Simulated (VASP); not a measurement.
# Pt (Fd-3m) in VASP: notebook, part 3 of 3

VASP 6.6.1. Earlier steps stand in the parts before.

### 4 Single point, PBE

Contents of INCAR:

```
PREC = Accurate ; ENCUT = 520
EDIFF = 1E-7 ; ISMEAR = 1
SIGMA = 0.05 ; LREAL = F
LASPH = T ; NELM = 80
ALGO = Normal ; ISIF = 2
LWAVE = F ; LCHARG = F
GGA = PE ; NBANDS = 17
```

Contents of KPOINTS:

```
regular mesh
0
Gamma
  14 14 14
```

Contents of POSCAR:

```
Pt
1.0
    0.0000000000      2.8863828826      2.8863828826
    2.8863828826      0.0000000000      2.8863828826
    2.8863828826      2.8863828826      0.0000000000
Pt
2
Direct
    0.0000000000      0.0000000000      0.0000000000
    0.2500000000      0.2500000000      0.2500000000
```

Started as:

```sh
$ cat potpaw_PBE.64/Pt/POTCAR > POTCAR
$ mpirun -np 1 vasp_std > vasp.out
```

It took 52 s on 1 thread of Intel Xeon Platinum 8488C (Sapphire Rapids), shared host; peak memory 0.21 GiB.

The run converged. Its results:

* Free energy: -10.0542 eV
* Pressure: -0.4 GPa
* Band gap on the k mesh: zero (bands 10 and 11 overlap by 0.60 eV)

Levels at points of the mesh, in eV from the Fermi level:
```
           k point  band 8  band 9  band 10  band 11  band 12  band 13
(0.00, 0.00, 0.00)   -1.84   -1.84    -0.10    -0.10    10.42    10.57
(0.50, 0.00, 0.00)   -1.36   -1.29    -0.42    -0.42     0.73     7.93
(0.50, 0.50, 0.00)   -2.45   -0.16    -0.16     1.27     1.27     3.90
```

Caveat: spin-orbit coupling is left out, which moves the levels of the heavy elements.

### 5 Relaxation of cell and atoms, PBE

Contents of INCAR:

```
PREC = Accurate
ENCUT = 600
EDIFF = 1E-6
ISMEAR = 1
SIGMA = 0.05
LREAL = F
LASPH = T
NELM = 80
ALGO = Normal
ISIF = 3
LWAVE = F
LCHARG = F
GGA = PE
IBRION = 2
NSW = 80
EDIFFG = -0.02
```

Contents of KPOINTS:

```
Automatic mesh
0
Gamma
  13 13 13
```

POSCAR is that of step 4.

Potentials or basis: VASP PAW PBE potentials, release 64 (Pt).

Started as:

```sh
$ cat potpaw_PBE.64/Pt/POTCAR > POTCAR
$ mpirun -np 1 vasp_std > vasp.out
```

OUTCAR:

```text
PREC = Accurate
   ENCUT = 600
   EDIFF = 1E-6
   ISMEAR = 1
   LREAL = F
   LASPH = T
   NELM = 80
   ISIF = 3
   GGA = PE
   IBRION = 2
   NSW = 80
   EDIFFG = -0.02

 ion  position               nearest neighbor table
   1  0.000  0.000  0.000-   2 2.50   2 2.50   2 2.50   2 2.50
   2  0.250  0.250  0.250-   1 2.50   1 2.50   1 2.50   1 2.50

  LATTYP: Found a face centered cubic cell.
 ALAT       =     5.7727657652

  Lattice vectors:

 A1 = (   0.0000000000,   2.8863828826,   2.8863828826)
 A2 = (   2.8863828826,   0.0000000000,   2.8863828826)
 A3 = (   2.8863828826,   2.8863828826,   0.0000000000)

Analysis of symmetry for initial positions (statically):
[... 268 lines left out ...]
      1      -1.9155      2.00000
      2       0.6265      2.00000
      3       0.6265      2.00000
      4       0.7819      2.00000
      5       0.7819      2.00000
      6       0.7819      2.00000
      7       3.2401      2.00000
      8       3.2401      2.00000
      9       3.2401      2.00000
     10       4.9868      2.01997
     11       4.9868      2.01997
     12      15.5371      0.00000
     13      15.6706      0.00000
     14      16.6540      0.00000
[... 377 lines left out ...]
      1      -0.0321      2.00000
      2       0.1805      2.00000
      3       0.5882      2.00000
      4       0.6214      2.00000
      5       1.2072      2.00000
      6       1.3920      2.00000
      7       2.7759      2.00000
      8       3.6604      2.00000
      9       4.0846      2.00000
     10       4.5959      2.00000
     11       5.0623      1.64467
     12       6.7283      0.00000
     13      11.3716      0.00000
     14      11.8827      0.00000

 [... further k-points ...]

------------------------ aborting loop because EDIFF is reached ----------------------------------------

  FORCE on cell =-STRESS in cart. coord.  units (eV):
  Direction    XX          YY          ZZ          XY          YZ          ZX
  --------------------------------------------------------------------------------------
  -------------------------------------------------------------------------------------
  Total        0.0040330      0.0040330      0.0040330      0.0000000      0.0000000     -0.0000000
  in kB        0.1348528      0.1348528      0.1348528      0.0000000      0.0000000     -0.0000000
  external PRESSURE =       0.1348528 kB  Pullay stress =       0.0000000 kB
[... 17 lines left out ...]
  FREE ENERGIE OF THE ION-ELECTRON SYSTEM (eV)
  ---------------------------------------------------
  free  energy   TOTEN  =       -10.0535184152 eV

  energy  without entropy=      -10.0533813072  energy(sigma->0) =      -10.05347271

 reached required accuracy - stopping structural energy minimisation
```

OSZICAR:

```text
N       E                     dE             d eps       ncg     rms          rms(c)
DAV:   1     0.111226634397E+03    0.11123E+03   -0.10615E+04  2376   0.144E+03
DAV:   2    -0.818580643468E+01   -0.11941E+03   -0.11337E+03  2874   0.266E+02
DAV:   3    -0.107706120770E+02   -0.25848E+01   -0.25611E+01  2604   0.409E+01
[... 18 lines left out ...]
       N       E                     dE             d eps       ncg     rms          rms(c)
DAV:   1    -0.100609716984E+02   -0.79656E-02   -0.12872E-01  2370   0.340E+00    0.546E-01
DAV:   2    -0.100534878137E+02    0.74839E-02   -0.29312E-02  2364   0.133E+00    0.215E-01
DAV:   3    -0.100534919048E+02   -0.40912E-05   -0.27844E-04  2388   0.119E-01    0.142E-01
DAV:   4    -0.100535174761E+02   -0.25571E-04   -0.82868E-05  2484   0.563E-02    0.648E-03
DAV:   5    -0.100535184152E+02   -0.93919E-06   -0.27756E-06  2346   0.121E-02
   3 F= -.10053518E+02 E0= -.10053473E+02  d E =-.234076E-03
```

Run time: 97 s. Hardware: 1 thread of Intel Xeon Platinum 8488C (Sapphire Rapids), shared host; peak memory 0.24 GiB.

What came out:

```
Free energy                           : -10.0535 eV
Relaxed volume                        : 23.96 Å³/atom
Relaxed cell                          : a = 4.077 Å, b = 4.077 Å, c = 4.077 Å, α = 60.00°, β = 60.00°, γ = 60.00°
Space group after relaxing (to 0.1 Å) : Fd-3m (No. 227)
Energy gained by relaxing             : 0.1 meV/atom
Ionic steps                           : 3
Pressure after relaxing               : 0.0 GPa
Band gap on the k mesh                : zero (bands 10 and 11 overlap by 0.59 eV)
```

Step by step:
```
step  energy change (eV)  largest force (eV/Å)  pressure (GPa)  volume (Å³)
   1              0.0000                0.0000           -0.42        48.09
   2              0.0003                0.0000            0.64        47.66
   3             -0.0002                0.0000            0.01        47.92
```

Final structure:
```yaml
crystal:
  lattice:
    - [0.00000, 2.88282, 2.88282]
    - [2.88282, 0.00000, 2.88282]
    - [2.88282, 2.88282, 0.00000]
  atoms:
    - { symbol: Pt, position: [0.00000, 0.00000, 0.00000] }
    - { symbol: Pt, position: [0.25000, 0.25000, 0.25000] }
```

Caveat: spin-orbit coupling is left out, which moves the levels of the heavy elements.

### 6 Relaxation of cell and atoms, PBE

This run uses another cell than the first one, of 19.57 Å³/atom.

Contents of INCAR:

```
SYSTEM = Pt
PREC = Accurate ; ENCUT = 600
EDIFF = 1E-7 ; ISMEAR = 1
SIGMA = 0.05 ; LREAL = .False.
LASPH = .True. ; NELM = 100
ALGO = Normal ; ISIF = 3
LWAVE = .False. ; LCHARG = .False.
GGA = PE ; IBRION = 2
NSW = 80 ; EDIFFG = -0.02
```

Contents of KPOINTS:

```
Automatic mesh
0
Gamma
  14 14 14
  0 0 0
```

Contents of POSCAR:

```
Pt
1.0
    0.0000000000      2.6950000000      2.6950000000
    2.6950000000      0.0000000000      2.6950000000
    2.6950000000      2.6950000000      0.0000000000
Pt
2
Direct
    0.0000000000      0.0000000000      0.0000000000
    0.2500000000      0.2500000000      0.2500000000
```

Potentials or basis: VASP PAW PBE potentials, release 64 (Pt).

Started as:

```sh
$ cat potpaw_PBE.64/Pt/POTCAR > POTCAR
$ mpirun -np 1 vasp_std > vasp.out
```

Wall time 2.8 min (1 thread of Intel Xeon Platinum 8488C (Sapphire Rapids), shared host); peak memory 0.22 GiB.

The run converged. Its results:

```yaml
Free_energy: -10.0505 eV
Relaxed_volume: 23.96 Å³/atom
Relaxed_cell: a = 4.077 Å, b = 4.077 Å, c = 4.077 Å, α = 60.00°, β = 60.00°, γ = 60.00°
Space_group_after_relaxing_to_0.1_Å: Fd-3m (No. 227)
Pressure_after_relaxing: 0.0 GPa
Band_gap_on_the_k_mesh: zero (bands 10 and 11 overlap by 0.61 eV)
```

Final structure:
```yaml
crystal:
  lattice:
    - [0.00000, 2.88306, 2.88306]
    - [2.88306, 0.00000, 2.88306]
    - [2.88306, 2.88306, 0.00000]
  atoms:
    - { symbol: Pt, position: [0.00000, 0.00000, 0.00000] }
    - { symbol: Pt, position: [0.25000, 0.25000, 0.25000] }
```

Levels at points of the mesh, in eV from the Fermi level:
| k point | band 7 | band 8 | band 9 | band 10 | band 11 | band 12 | band 13 | band 14 |
| --- | --- | --- | --- | --- | --- | --- | --- | --- |
| (0.00, 0.00, 0.00) | -1.85 | -1.85 | -1.85 | -0.10 | -0.10 | 10.44 | 10.58 | 11.56 |
| (0.50, 0.00, 0.00) | -1.37 | -1.37 | -1.31 | -0.42 | -0.42 | 0.73 | 7.95 | 7.95 |
| (0.50, 0.50, 0.00) | -2.46 | -2.46 | -0.16 | -0.16 | 1.28 | 1.28 | 3.90 | 3.90 |

Caveat: the volume moved by over 15 % at a fixed basis, so the end points are rough; spin-orbit coupling is left out, which moves the levels of the heavy elements.

### 7 Overview

| task | cell | k mesh | cutoff (eV) | gap on the mesh (eV) | pressure (GPa) | relaxed volume (Å³/atom) |
| --- | --- | --- | --- | --- | --- | --- |
| single point | a = 4.081 Å, angles 60.0°, 2 atoms | 13 × 13 × 13 | 520 | none | -0.4 | - |
| single point | a = 4.108 Å, angles 60.0°, 2 atoms | 13 × 13 × 13 | 520 | none | -2.5 | - |
| single point | a = 4.082 Å, angles 60.0°, 2 atoms | 14 × 14 × 14 | 520 | none | -0.4 | - |
| relaxation of cell and atoms | relaxed from a = 4.082 Å, angles 60.0°, 2 atoms | 13 × 13 × 13 | 600 | none | 0.0 | 23.96 |
| relaxation of cell and atoms | relaxed from a = 3.811 Å, angles 60.0°, 2 atoms | 14 × 14 × 14 | 600 | none | 0.0 | 23.96 |

Alike in all rows: level PBE; potentials or basis VASP PAW PBE potentials, release 64 (Pt); no spin polarisation; smearing methfessel-paxton 0.05 eV.

Caveats: spin-orbit coupling is left out, which moves the levels of the heavy elements; the volume moved by over 15 % at a fixed basis, so the end points are rough (at least some runs).

Absolute energies hang on the potentials; compare differences alone.
